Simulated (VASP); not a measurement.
# TiN (Fm-3m) in VASP: further runs, part 3 of 3

VASP 6.6.1.

**4. Single point, PBEsol, collinear spin, ferromagnetic start**

This run uses another cell than the first one, of 9.29 Å³/atom, 0.926 times its volume.

The input, INCAR:

```
SYSTEM = TiN
  PREC = Accurate
  ENCUT = 520
  EDIFF = 1E-7
  ISMEAR = 0
  SIGMA = 0.15
  LREAL = .FALSE.
  LASPH = .TRUE.
  NELM = 150
  ALGO = Normal
  ISIF = 2
  LWAVE = .FALSE.
  LCHARG = .FALSE.
  ISPIN = 2
  MAGMOM = 0.125 0
  LORBIT = 11
  NUPDOWN = 0.125
  LMAXMIX = 4
  GGA = PS
  NBANDS = 20
```

The input, KPOINTS:

```
Automatic mesh
0
G
  20 20 20
  0 0 0
```

The input, POSCAR:

```
TiN
1.0
    0.0000000000      2.1019496216      2.1019496216
    2.1019496216      0.0000000000      2.1019496216
    2.1019496216      2.1019496216      0.0000000000
Ti N
1 1
Direct
    0.0000000000      0.0000000000      0.0000000000
    0.5000000000      0.5000000000      0.5000000000
```

Potentials or basis: VASP PAW PBE potentials, release 64 (Ti_sv, N).

Launch:

```
cat potpaw_PBE.64/Ti_sv/POTCAR potpaw_PBE.64/N/POTCAR > POTCAR
mpirun -np 1 vasp_std > vasp.out
```

OUTCAR:

```text
SYSTEM = TiN
   PREC = Accurate
   ENCUT = 520
   EDIFF = 1E-7
   ISMEAR = 0
   LREAL = .FALSE.
   LASPH = .TRUE.
   NELM = 150
   ISIF = 2
   ISPIN = 2
   LORBIT = 11
   NUPDOWN = 0.125
   GGA = PS

 ion  position               nearest neighbor table
   1  0.000  0.000  0.000-   2 2.10   2 2.10   2 2.10   2 2.10   2 2.10   2 2.10
   2  0.500  0.500  0.500-   1 2.10   1 2.10   1 2.10   1 2.10   1 2.10   1 2.10

  LATTYP: Found a face centered cubic cell.
 ALAT       =     4.2038992432

  Lattice vectors:

 A1 = (   0.0000000000,   2.1019496216,   2.1019496216)
 A2 = (   2.1019496216,   0.0000000000,   2.1019496216)
 A3 = (   2.1019496216,   2.1019496216,   0.0000000000)

Analysis of symmetry for initial positions (statically):
=====================================================================
 Subroutine PRICEL returns:
 Original cell was already a primitive cell.

 Routine SETGRP: Setting up the symmetry group for a
 face centered cubic supercell.

 Subroutine GETGRP returns: Found 48 space group operations
 (whereof 48 operations were pure point group operations)
 out of a pool of 48 trial point group operations.

The static configuration has the point symmetry O_h .

Analysis of symmetry for dynamics (positions and initial velocities):
=====================================================================
 Subroutine PRICEL returns:
 Original cell was already a primitive cell.

 Routine SETGRP: Setting up the symmetry group for a
 face centered cubic supercell.

 Subroutine GETGRP returns: Found 48 space group operations
 (whereof 48 operations were pure point group operations)
 out of a pool of 48 trial point group operations.

The dynamic configuration has the point symmetry O_h .

Analysis of structural, dynamic, and magnetic symmetry:
=====================================================================
 Subroutine PRICEL returns:
 Original cell was already a primitive cell.

 Routine SETGRP: Setting up the symmetry group for a
 face centered cubic supercell.

 Subroutine GETGRP returns: Found 48 space group operations
 (whereof 48 operations were pure point group operations)
 out of a pool of 48 trial point group operations.

The overall configuration has the point symmetry O_h .

 Subroutine INISYM returns: Found 48 space group operations
 (whereof 48 operations are pure point group operations),
 and found     1 'primitive' translations

----------------------------------------------------------------------------------------

                                     Primitive cell

  volume of cell :      18.5736

  direct lattice vectors                    reciprocal lattice vectors
     0.000000000  2.101949622  2.101949622    -0.237874398  0.237874398  0.237874398
     2.101949622  0.000000000  2.101949622     0.237874398 -0.237874398  0.237874398
     2.101949622  2.101949622  0.000000000     0.237874398  0.237874398 -0.237874398

  length of vectors
     2.972605662  2.972605662  2.972605662     0.412010542  0.412010542  0.412010542

  position of ions in fractional coordinates (direct lattice)
     0.000000000  0.000000000  0.000000000
     0.500000000  0.500000000  0.500000000

  ion indices of the primitive-cell ions
   primitive index   ion index
[... 61 lines left out ...]
   ions per type =               1   1
   NGX,Y,Z   is equivalent  to a cutoff of  13.42, 13.42, 13.42 a.u.
   NGXF,Y,Z  is equivalent  to a cutoff of  26.84, 26.84, 26.84 a.u.
 SYSTEM =  TiN
   PREC   = accura    normal or accurate (medium, high low for compatibility)
   ISTART =      0    job   : 0-new  1-cont  2-samecut
   ICHARG =      2    charge: 1-file 2-atom 10-const
   ISPIN  =      2    spin polarized calculation?
   LNONCOLLINEAR =      F non collinear calculations
   LSORBIT =      F    spin-orbit coupling
   LASPH  =      T    aspherical Exc in radial PAW
   ENCUT  =  520.0 eV  38.22 Ry    6.18 a.u.   5.53  5.53  5.53*2*pi/ulx,y,z
   NELM   =    150;   NELMIN=  2; NELMDL= -5     # of ELM steps
   EDIFF  = 0.1E-06   stopping-criterion for ELM
   LREAL  =      F    real-space projection
   EDIFFG = 0.1E-05   stopping-criterion for IOM
   NSW    =      0    number of steps for IOM
   IBRION =     -1    ionic relax: 0-MD 1-quasi-New 2-CG
   NFREE  =      0    steps in history (QN), initial steepest desc. (CG)
   ISIF   =      2    stress and relaxation
   ISYM   =      2    0-nonsym 1-usesym 2-fastsym
   POTIM  = 0.5000    time-step for ionic-motion
   TEBEG  =    0.0;   TEEND  =   0.0 temperature during run
   PSTRESS=    0.0 pullay stress
   NELECT =      17.0000    total number of electrons
   NUPDOWN=       0.1250    fix difference up-down
   EMIN   =  10.00;   EMAX   =-10.00  energy-range for DOS
   EFERMI =   0.00;   METHOD = LEGACY
   ISMEAR =     0;   SIGMA  =   0.15  broadening in eV -4-tet -1-fermi 0-gaus
   EFERMI_NEDOS =   21; number of points for ismear=-14 and -15
   IALGO  =     38    algorithm
   IMIX   =      4    mixing-type and parameters
     AMIX     =   0.40;   BMIX     =  1.00
     AMIX_MAG =   1.60;   BMIX_MAG =  1.00
  volume/ion in A,a.u.               =       9.29        62.67
  Fermi-wavevector in a.u.,A,eV,Ry     =   1.589494  3.003708 34.374990  2.526491
  Thomas-Fermi vector in A             =   2.688335
   LORBIT       =     11    0 simple, 1 ext, 2 COOP (PROOUT), +10 PAW based schemes
   GGA     = PS    functional components
   LHFCALC =     F    Hartree Fock is set to
   AEXX    =    0.0000 exact exchange contribution
   IVDW    =     0    specifies the selected vdW correction
   LEPSILON=     F    determine dielectric tensor
   LRPA    =     F    only Hartree local field effects (RPA)
 spin polarized calculation
 Gauss-broadening in eV      SIGMA  =   0.15
  energy-cutoff  :      520.00
  volume of cell :       18.57
 maximum number of plane-waves:       531
 NGX is ok and might be reduce to    24
   NGX = 11   NGY = 11   NGZ = 11

 number of electron      16.9999998 magnetization       0.1250000

 Free energy of the ion-electron system (eV)
  ---------------------------------------------------
  ext. energy  EPLUGINS =         0.00000000
  ---------------------------------------------------
  free energy    TOTEN  =       -20.77817730 eV

  energy without entropy =      -20.76872469  energy(sigma->0) =      -20.77345100

 E-fermi :  11.5544     XC(G=0): -13.3713

 val. band max:       11.7796683308   @ k =   0.1500   0.1000   0.0500
 cond. band min:      11.5641068770   @ k =  -0.4500   0.3500   0.1500
 fundamental gap:     -0.2155614538
 Fermi energy:        11.7856741824

 spin component 1

 k-point     1 :       0.0000    0.0000    0.0000
  band No.  band energies     occupation
      1     -45.9351      1.00000
      2     -21.9945      1.00000
      3     -21.9945      1.00000
      4     -21.9945      1.00000
      5      -5.5427      1.00000
      6       9.6154      1.00000
[... 541 lines left out ...]
     19      35.6114      0.00000
     20      37.5012      0.00000

 [... further k-points ...]

 spin component 2

 k-point     1 :       0.0000    0.0000    0.0000
  band No.  band energies     occupation
      1     -45.8426      1.00000
      2     -21.9015      1.00000
      3     -21.9015      1.00000
      4     -21.9015      1.00000
      5      -5.5132      1.00000
      6       9.6341      1.00000
[... 541 lines left out ...]
     19      35.6706      0.00000
     20      37.5597      0.00000

 [... further k-points ...]
[... 5 lines left out ...]
  --------------------------------------------------------------------------------------
  -------------------------------------------------------------------------------------
  Total        0.0747777      0.0747777      0.0747777      0.0000000      0.0000000      0.0000000
  in kB        6.4503887      6.4503887      6.4503887      0.0000000      0.0000000      0.0000000
  external PRESSURE =       6.4503887 kB  Pullay stress =       0.0000000 kB

 VOLUME and BASIS-vectors are now :
 -----------------------------------------------------------------------------
  energy-cutoff  :      520.00
  volume of cell :       18.57
      direct lattice vectors                 reciprocal lattice vectors
     0.000000000  2.101949622  2.101949622    -0.237874398  0.237874398  0.237874398
     2.101949622  0.000000000  2.101949622     0.237874398 -0.237874398  0.237874398
     2.101949622  2.101949622  0.000000000     0.237874398  0.237874398 -0.237874398

 POSITION                                       TOTAL-FORCE (eV/Angst)
 -----------------------------------------------------------------------------------
      0.00000      0.00000      0.00000        -0.000000      0.000000      0.000000
      2.10195      2.10195      2.10195         0.000000     -0.000000     -0.000000
 -----------------------------------------------------------------------------------
    total drift:                                0.000000     -0.000000     -0.000000

  FREE ENERGIE OF THE ION-ELECTRON SYSTEM (eV)
  ---------------------------------------------------
  free  energy   TOTEN  =       -20.7781773040 eV

  energy  without entropy=      -20.7687246914  energy(sigma->0) =      -20.77345100

 total charge

# of ion       s       p       d       tot
------------------------------------------
    1        2.191   6.247   2.011  10.449
    2        1.241   2.510   0.000   3.751
--------------------------------------------------
tot          3.432   8.757   2.011  14.200

 magnetization (x)

# of ion       s       p       d       tot
------------------------------------------
    1        0.001   0.001   0.095   0.096
    2       -0.000   0.006   0.000   0.006
--------------------------------------------------
tot          0.001   0.007   0.095   0.102
```

OSZICAR:

```text
N       E                     dE             d eps       ncg     rms          rms(c)
DAV:   1     0.139819583859E+03    0.13982E+03   -0.75739E+03 20712   0.101E+03
DAV:   2    -0.172590637507E+02   -0.15708E+03   -0.14562E+03 21020   0.302E+02
DAV:   3    -0.255475913240E+02   -0.82885E+01   -0.81619E+01 25376   0.711E+01
DAV:   4    -0.257137846754E+02   -0.16619E+00   -0.16599E+00 23404   0.950E+00
DAV:   5    -0.257164091720E+02   -0.26245E-02   -0.26244E-02 24008   0.109E+00    0.193E+01
DAV:   6    -0.211386771540E+02    0.45777E+01   -0.75962E+00 29252   0.429E+01    0.708E+00
DAV:   7    -0.208187314680E+02    0.31995E+00   -0.11224E+00 24816   0.121E+01    0.535E+00
DAV:   8    -0.209609663026E+02   -0.14223E+00   -0.65582E-01 29836   0.109E+01    0.556E+00
DAV:   9    -0.207811985713E+02    0.17977E+00   -0.21353E-01 26152   0.682E+00    0.982E-01
DAV:  10    -0.207808627202E+02    0.33585E-03   -0.14326E-02 24192   0.112E+00    0.432E-01
DAV:  11    -0.207782707024E+02    0.25920E-02   -0.20609E-03 30012   0.594E-01    0.155E-01
DAV:  12    -0.207781994537E+02    0.71249E-04   -0.20747E-04 23552   0.115E-01    0.877E-02
DAV:  13    -0.207781820075E+02    0.17446E-04   -0.21663E-05 24768   0.499E-02    0.250E-02
DAV:  14    -0.207781773923E+02    0.46153E-05   -0.75716E-06 24916   0.373E-02    0.713E-03
DAV:  15    -0.207781774019E+02   -0.96550E-08   -0.11293E-06 25784   0.883E-03    0.388E-03
DAV:  16    -0.207781773040E+02    0.97906E-07   -0.77333E-08 18032   0.211E-03
   1 F= -.20778177E+02 E0= -.20773451E+02  d E =-.945261E-02  mag=     0.1250
```

Run time: 5.3 min. Hardware: 1 thread of Intel Xeon 8259CL, shared host; peak memory 0.27 GiB.

Results:

| Property | Result |
| --- | --- |
| Free energy | -20.7782 eV |
| Pressure | 0.6 GPa |
| Net moment | 0.12 μB per cell |
| Site moments | Ti +0.10; N +0.01 μB |
| Valence electrons inside the program's atomic spheres | Ti 10.45; N 3.75 |

Caveat: the PAW data sets were made with another functional, which shifts forces and pressure a little; the total moment is fixed, so each spin has its own Fermi level.

**5. Single point, PBEsol, collinear spin, ferromagnetic start**

This run uses another cell than the first one, of 9.29 Å³/atom, 0.926 times its volume.

The input, INCAR:

```
PREC = Accurate
ENCUT = 520
EDIFF = 1E-6
ISMEAR = 0
SIGMA = 0.15
LREAL = F
LASPH = T
NELM = 150
ALGO = Normal
ISIF = 2
LWAVE = F
LCHARG = F
ISPIN = 2
MAGMOM = 0.375 0
LORBIT = 11
NUPDOWN = 0.375
LMAXMIX = 4
GGA = PS
NBANDS = 20
```

The input, KPOINTS:

```
Automatic mesh
0
Gamma
  20 20 20
```

POSCAR is that of step 4.

Launch:

```
cat potpaw_PBE.64/Ti_sv/POTCAR potpaw_PBE.64/N/POTCAR > POTCAR
mpirun -np 1 vasp_std > vasp.out
```

Wall time 4.2 min (1 thread of Intel Xeon 8259CL, shared host); peak memory 0.27 GiB.

It converged, with:

- Free energy: -20.7236 eV
- Pressure: 1.6 GPa
- Net moment: 0.38 μB per cell
- Site moments: Ti +0.29; N +0.02 μB
- Valence electrons inside the program's atomic spheres: Ti 10.45; N 3.75

Caveat: the PAW data sets were made with another functional, which shifts forces and pressure a little; the total moment is fixed, so each spin has its own Fermi level.

**6. Single point, PBEsol, collinear spin, ferromagnetic start**

This run uses another cell than the first one, of 9.29 Å³/atom, 0.926 times its volume.

The input, INCAR:

```
PREC     = Accurate       # precision mode
ENCUT    = 520            # plane-wave cutoff, eV
EDIFF    = 1E-6           # SCF threshold, eV
ISMEAR   = 0              # smearing method
SIGMA    = 0.15           # smearing width, eV
LREAL    = F              # projectors in reciprocal space
LASPH    = T              # aspherical terms in the spheres
NELM     = 150            # most SCF steps
ALGO     = Normal         # electronic algorithm
ISIF     = 2              # what is computed and relaxed
LWAVE    = F              # write WAVECAR
LCHARG   = F              # write CHGCAR
ISPIN    = 2              # spin polarisation
MAGMOM   = 0.625 0        # initial moments
LORBIT   = 11             # projections on sites
NUPDOWN  = 0.625          # fixed moment
LMAXMIX  = 4              # l up to which the mixer works
GGA      = PS             # functional
NBANDS   = 20             # bands
```

KPOINTS is that of step 5.

POSCAR is that of step 5.

Potentials or basis: VASP PAW PBE potentials, release 64 (Ti_sv, N).

Launch:

```
cat potpaw_PBE.64/Ti_sv/POTCAR potpaw_PBE.64/N/POTCAR > POTCAR
mpirun -np 1 vasp_std > vasp.out
```

Run time: 2.9 min. Hardware: 1 thread of Intel Xeon 8259CL, shared host; peak memory 0.26 GiB.

It converged, with:

- Free energy: -20.6085 eV
- Pressure: 3.7 GPa
- Net moment: 0.62 μB per cell
- Site moments: Ti +0.47; N +0.03 μB
- Valence electrons inside the program's atomic spheres: Ti 10.46; N 3.75

Caveat: the PAW data sets were made with another functional, which shifts forces and pressure a little; the total moment is fixed, so each spin has its own Fermi level.

**7. Overview**

```csv
fixed moment (μB),cell,pressure (GPa),moment (μB)
0.5,"a = 3.050 Å, angles 60.0°, 2 atoms",-17.4,0.50
0.375,"a = 3.050 Å, angles 60.0°, 2 atoms",-18.1,0.38
0.125,"a = 2.973 Å, angles 60.0°, 2 atoms",0.6,0.12
0.375,"a = 2.973 Å, angles 60.0°, 2 atoms",1.6,0.38
0.625,"a = 2.973 Å, angles 60.0°, 2 atoms",3.7,0.62
```

Alike in all rows: task single point; level PBEsol; potentials or basis VASP PAW PBE potentials, release 64 (Ti_sv, N); spin collinear, ferromagnetic start; k mesh 20 × 20 × 20; cutoff (eV) 520; smearing gaussian 0.15 eV.

Caveats: the PAW data sets were made with another functional, which shifts forces and pressure a little; the total moment is fixed, so each spin has its own Fermi level.

Absolute energies hang on the potentials; compare differences alone.
